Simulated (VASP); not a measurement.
# GdO (F-43m) in VASP: further runs, part 2 of 2

VASP 6.6.1.

### 4 Single point, PBE0, collinear spin, ferromagnetic start

This run uses another cell than the first one, of 20.47 Å³/atom.

Contents of POSCAR:

```
GdO
1.0
    0.0000000000      2.7355303903      2.7355303903
    2.7355303903      0.0000000000      2.7355303903
    2.7355303903      2.7355303903      0.0000000000
Gd O
1 1
Direct
    0.0000000000      0.0000000000      0.0000000000
    0.7500000000      0.7500000000      0.7500000000
```

Contents of INCAR.step1:

```
SYSTEM = GdO
  PREC = Accurate
  ENCUT = 520
  EDIFF = 1E-5
  ISMEAR = -1
  SIGMA = 0.05
  LREAL = .FALSE.
  LASPH = .TRUE.
  NELM = 150
  ALGO = Normal
  ISIF = 2
  LWAVE = .TRUE.
  LCHARG = .FALSE.
  ISPIN = 2
  MAGMOM = 7 0
  LORBIT = 11
  LMAXMIX = 6
  GGA = PE
  NBANDS = 23
```

Contents of INCAR.step2:

```
SYSTEM = GdO
  PREC = Accurate
  ENCUT = 520
  EDIFF = 1E-7
  ISMEAR = -1
  SIGMA = 0.05
  LREAL = .FALSE.
  LASPH = .TRUE.
  NELM = 150
  ALGO = Normal
  ISIF = 2
  LWAVE = .FALSE.
  LCHARG = .FALSE.
  ISPIN = 2
  MAGMOM = 7 0
  LORBIT = 11
  LMAXMIX = 6
  GGA = PE
  LHFCALC = .TRUE.
  AEXX = 0.25
  PRECFOCK = Normal
  ISTART = 1
  NBANDS = 23
```

Contents of KPOINTS:

```
regular mesh
0
G
  4 4 4
  0 0 0
```

Launch:

```console
cat potpaw_PBE.64/Gd/POTCAR potpaw_PBE.64/O/POTCAR > POTCAR
cp INCAR.step1 INCAR
mpirun -np 1 vasp_std > vasp.out
cp INCAR.step2 INCAR
mpirun -np 1 vasp_std > vasp.out
```

Run time: 60 min. Hardware: 1 thread of Intel Xeon 8259CL, shared host; peak memory 0.22 GiB.

Results (log left out):

| Item | Value |
| --- | --- |
| Free energy | -38.4369 eV |
| Pressure | -5.8 GPa |
| Band gap on the k mesh | zero (filled and empty bands overlap) |
| Net moment | 7.97 μB per cell |
| Site moments | Gd +7.06; O +0.03 μB |
| Valence electrons inside the program's atomic spheres | Gd 15.11; O 5.03 |

Levels at points of the mesh, in eV from the Fermi level:
Spin up:
| k point | band 12 | band 13 | band 14 | band 15 | band 16 | band 17 | band 18 | band 19 | band 20 | band 21 |
| --- | --- | --- | --- | --- | --- | --- | --- | --- | --- | --- |
| (0.00, 0.00, 0.00) | -8.65 | -6.48 | -6.48 | -6.48 | -2.98 | 3.86 | 3.86 | 5.61 | 5.61 | 5.61 |
| (0.50, 0.00, 0.00) | -8.64 | -6.40 | -6.08 | -6.08 | -0.06 | 3.66 | 3.66 | 3.91 | 5.67 | 5.67 |
| (0.50, 0.50, 0.00) | -8.66 | -7.03 | -5.40 | -5.40 | -1.45 | 2.18 | 5.44 | 5.64 | 5.64 | 8.23 |
Spin down:
```tsv
k point	band 5	band 6	band 7	band 8	band 9	band 10	band 11	band 12
(0.00, 0.00, 0.00)	-21.60	-6.34	-6.34	-6.34	-0.74	4.09	4.09	4.09
(0.50, 0.00, 0.00)	-20.21	-5.98	-5.94	-5.94	2.65	3.64	3.96	3.96
(0.50, 0.50, 0.00)	-19.85	-6.89	-5.26	-5.26	2.18	2.70	4.15	4.22
```

Caveat: the k points lie up to 0.50 Å⁻¹ apart, too coarse for converged energies and pressures of a metal; the PAW data sets were made with another functional, which shifts forces and pressure a little; spin-orbit coupling is left out, which moves the levels of the heavy elements; a cell with one magnetic atom can't hold antiferromagnetic order, which such compounds often take. The state reached can hang on the start; a lower one may exist.

### 5 Single point, PBE

This run uses another cell than the first one, of 19.68 Å³/atom.

Contents of INCAR:

```
PREC = Accurate ; ENCUT = 800
EDIFF = 1E-6 ; ISMEAR = -1
SIGMA = 0.05 ; LREAL = False
LASPH = True ; NELM = 300
ALGO = All ; ISIF = 2
LWAVE = False ; LCHARG = True
GGA = PE ; LVHAR = True
NBANDS = 19 ; GGA_COMPAT = False
LMAXMIX = 6 ; ISEARCH = 1
KPAR = 4
```

Contents of KPOINTS:

```
regular mesh
0
Gamma
  9 9 9
```

Contents of POSCAR:

```
GdO
1.0
    0.0000000000      2.7000000000      2.7000000000
    2.7000000000      0.0000000000      2.7000000000
    2.7000000000      2.7000000000      0.0000000000
Gd O
1 1
Direct
    0.0000000000      0.0000000000      0.0000000000
    0.7500000000      0.7500000000      0.7500000000
```

Potentials or basis: VASP PAW PBE potentials, release 64 (Gd, O).

Launch:

```console
cat potpaw_PBE.64/Gd/POTCAR potpaw_PBE.64/O/POTCAR > POTCAR
mpirun -np 4 vasp_std > vasp.out
```

OUTCAR:

```text
PREC = Accurate
   ENCUT = 800
   EDIFF = 1E-6
   ISMEAR = -1
   LREAL = False
   LASPH = True
   NELM = 300
   ISIF = 2
   GGA = PE

 ion  position               nearest neighbor table
   1  0.000  0.000  0.000-   2 2.34   2 2.34   2 2.34   2 2.34
   2  0.750  0.750  0.750-   1 2.34   1 2.34   1 2.34   1 2.34

  LATTYP: Found a face centered cubic cell.
 ALAT       =     5.4000000000

  Lattice vectors:

 A1 = (   0.0000000000,   2.7000000000,   2.7000000000)
 A2 = (   2.7000000000,   0.0000000000,   2.7000000000)
 A3 = (   2.7000000000,   2.7000000000,   0.0000000000)

Analysis of symmetry for initial positions (statically):
=====================================================================
 Subroutine PRICEL returns:
 Original cell was already a primitive cell.

 Routine SETGRP: Setting up the symmetry group for a
 face centered cubic supercell.

 Subroutine GETGRP returns: Found 24 space group operations
 (whereof 24 operations were pure point group operations)
 out of a pool of 48 trial point group operations.

The static configuration has the point symmetry T_d .

Analysis of symmetry for dynamics (positions and initial velocities):
=====================================================================
 Subroutine PRICEL returns:
 Original cell was already a primitive cell.

 Routine SETGRP: Setting up the symmetry group for a
 face centered cubic supercell.

 Subroutine GETGRP returns: Found 24 space group operations
 (whereof 24 operations were pure point group operations)
 out of a pool of 48 trial point group operations.

The dynamic configuration has the point symmetry T_d .

 Subroutine INISYM returns: Found 24 space group operations
 (whereof 24 operations are pure point group operations),
 and found     1 'primitive' translations

----------------------------------------------------------------------------------------

[... 101 lines left out ...]
   TEBEG  =    0.0;   TEEND  =   0.0 temperature during run
   PSTRESS=    0.0 pullay stress
   NELECT =      24.0000    total number of electrons
   NUPDOWN=      -1.0000    fix difference up-down
   EMIN   =  10.00;   EMAX   =-10.00  energy-range for DOS
   EFERMI =   0.00;   METHOD = LEGACY
   ISMEAR =    -1;   SIGMA  =   0.05  broadening in eV -4-tet -1-fermi 0-gaus
   EFERMI_NEDOS =   21; number of points for ismear=-14 and -15
   IALGO  =     58    algorithm
   IMIX   =      4    mixing-type and parameters
     AMIX     =   0.40;   BMIX     =  1.00
     AMIX_MAG =   1.60;   BMIX_MAG =  1.00
  volume/ion in A,a.u.               =      19.68       132.83
  Fermi-wavevector in a.u.,A,eV,Ry     =   1.388156  2.623234 26.218100  1.926976
  Thomas-Fermi vector in A             =   2.512309
   LORBIT       =      0    0 simple, 1 ext, 2 COOP (PROOUT), +10 PAW based schemes
   GGA     = PE    functional components
   LHFCALC =     F    Hartree Fock is set to
   AEXX    =    0.0000 exact exchange contribution
   IVDW    =     0    specifies the selected vdW correction
   LEPSILON=     F    determine dielectric tensor
   LRPA    =     F    only Hartree local field effects (RPA)
 non-spin polarized calculation
  energy-cutoff  :      800.00
  volume of cell :       39.37
 maximum number of plane-waves:      2085
   NGX = 17   NGY = 17   NGZ = 17

 number of electron      23.9999996 magnetization

 Free energy of the ion-electron system (eV)
  ---------------------------------------------------
  ext. energy  EPLUGINS =         0.00000000
  ---------------------------------------------------
  free energy    TOTEN  =       -15.02424426 eV

  energy without entropy =      -14.75076137  energy(sigma->0) =      -14.88750282

 E-fermi :   3.4900     XC(G=0): -10.0376

 val. band max:        3.4895976452   @ k =  -0.4444   0.1111   0.0000
 cond. band min:       3.4969744620   @ k =  -0.4444   0.1111   0.0000
 fundamental gap:      0.0073768167
 Fermi energy:         3.4900162077

 k-point     1 :       0.0000    0.0000    0.0000
  band No.  band energies     occupation
      1     -38.7667      2.00000
      2     -16.6261      2.00000
      3     -16.6261      2.00000
      4     -16.6261      2.00000
      5     -15.4445      2.00000
      6      -1.5987      2.00000
[... 505 lines left out ...]
      6      -2.1557      2.00000
[... 11 lines left out ...]
     18       9.4213      0.00000
     19       9.9597      0.00000

 [... further k-points ...]
[... 5 lines left out ...]
  --------------------------------------------------------------------------------------
  -------------------------------------------------------------------------------------
  Total       -1.0784388     -1.0784388     -1.0784388      0.0000000      0.0000000      0.0000000
  in kB      -43.8919439    -43.8919439    -43.8919439      0.0000000      0.0000000      0.0000000
  external PRESSURE =     -43.8919439 kB  Pullay stress =       0.0000000 kB

 VOLUME and BASIS-vectors are now :
 -----------------------------------------------------------------------------
  energy-cutoff  :      800.00
  volume of cell :       39.37
      direct lattice vectors                 reciprocal lattice vectors
     0.000000000  2.700000000  2.700000000    -0.185185185  0.185185185  0.185185185
     2.700000000  0.000000000  2.700000000     0.185185185 -0.185185185  0.185185185
     2.700000000  2.700000000  0.000000000     0.185185185  0.185185185 -0.185185185

 POSITION                                       TOTAL-FORCE (eV/Angst)
 -----------------------------------------------------------------------------------
      0.00000      0.00000      0.00000        -0.000000     -0.000000     -0.000000
      4.05000      4.05000      4.05000         0.000000      0.000000      0.000000
 -----------------------------------------------------------------------------------
    total drift:                                0.000000      0.000000      0.000000

  FREE ENERGIE OF THE ION-ELECTRON SYSTEM (eV)
  ---------------------------------------------------
  free  energy   TOTEN  =       -15.0242442594 eV

  energy  without entropy=      -14.7508036822  energy(sigma->0) =      -14.88752397
```

OSZICAR:

```text
N       E                     dE             d eps       ncg     rms           ort
DAV:   1     0.185289940321E+03    0.18529E+03   -0.13619E+04   665   0.103E+04
DAV:   2     0.192524268909E+02   -0.16604E+03   -0.15163E+03   665   0.481E+02
DAV:   3    -0.144023443464E+02   -0.33655E+02   -0.32392E+02   665   0.197E+02
[... 45 lines left out ...]
CGA:  49    -0.150242379637E+02   -0.10679E-05   -0.10744E-05   665   0.614E-05   0.194E-06
CGA:  50    -0.150242398940E+02   -0.19304E-05   -0.19222E-05   665   0.302E-05  -0.484E-06
CGA:  51    -0.150242411830E+02   -0.12889E-05   -0.12838E-05   665   0.594E-05   0.984E-07
CGA:  52    -0.150242426512E+02   -0.14682E-05   -0.14225E-05   665   0.384E-05  -0.413E-06
CGA:  53    -0.150242436985E+02   -0.10473E-05   -0.10495E-05   665   0.227E-05   0.200E-06
CGA:  54    -0.150242442594E+02   -0.56089E-06   -0.54327E-06   665   0.195E-05  -0.131E-06
   1 F= -.15024244E+02 E0= -.14887524E+02  d E =-.273441E+00
```

Wall time 82 s (4 MPI ranks of Intel Xeon Platinum 8259CL at 2.50GHz (Skylake/Cascade Lake), shared host); peak memory 0.29 GiB.

Results:

| Property | Result |
| --- | --- |
| Free energy | -15.0242 eV |
| Pressure | -4.4 GPa |
| Band gap on the k mesh | zero (bands 12 and 13 overlap by 0.04 eV) |

Levels at points of the mesh, in eV from the Fermi level:
```csv
k point,band 8,band 9,band 10,band 11,band 12,band 13,band 14,band 15,band 16,band 17
"(0.00, 0.00, 0.00)",-5.09,-1.61,-0.07,-0.07,-0.07,0.11,0.11,0.11,0.38,4.16
```

Caveat: the cell stands under tension; spin-orbit coupling is left out, which moves the levels of the heavy elements; the run has no spin polarisation, though such a crystal can be magnetic; semilocal functionals describe open f shells poorly, which spoils levels, moments and volumes. With open d or f shells a metallic result of PBE can be an artefact of self-interaction; +U or a hybrid may open a gap.

### 6 Overview

| level | spin | cell | k mesh | cutoff (eV) | grid for exact exchange (PRECFOCK) | share of exact exchange | screening parameter | second try | gap on the mesh (eV) | pressure (GPa) | moment (μB) |
| --- | --- | --- | --- | --- | --- | --- | --- | --- | --- | --- | --- |
| PBEsol-based screened hybrid with 25 % exact exchange | collinear, ferromagnetic start | a = 3.760 Å, angles 60.0°, 2 atoms | 5 × 5 × 5 | 520 | Normal | 0.25 | 0.207 1/Å | - | none | 0.2 | 7.98 |
| PBE0 | collinear, ferromagnetic start | a = 3.844 Å, angles 60.0°, 2 atoms | 4 × 4 × 4 | 520 | Normal | 0.25 | - | - | none | -4.1 | 7.97 |
| PBE0 | collinear, ferromagnetic start | a = 3.869 Å, angles 60.0°, 2 atoms | 4 × 4 × 4 | 520 | Normal | 0.25 | - | - | none | -5.8 | 7.97 |
| PBE | off | a = 3.818 Å, angles 60.0°, 2 atoms | 9 × 9 × 9 | 800 | - | - | - | not_converged | none | -4.4 | - |

Alike in all rows: task single point; potentials or basis VASP PAW PBE potentials, release 64 (Gd, O); smearing fermi-dirac 0.05 eV.

Caveats: some runs use coarse meshes; spin-orbit coupling is left out, which moves the levels of the heavy elements; the PAW data sets were made with another functional, which shifts forces and pressure a little (at least some runs); a cell with one magnetic atom can't hold antiferromagnetic order, which such compounds often take (at least some runs); the cell stands under tension (at least some runs); semilocal functionals describe open f shells poorly, which spoils levels, moments and volumes (at least some runs).

Absolute energies hang on the potentials; compare differences alone.

The gap in the log of VASP goes by the Fermi energy; the results here count the filled bands.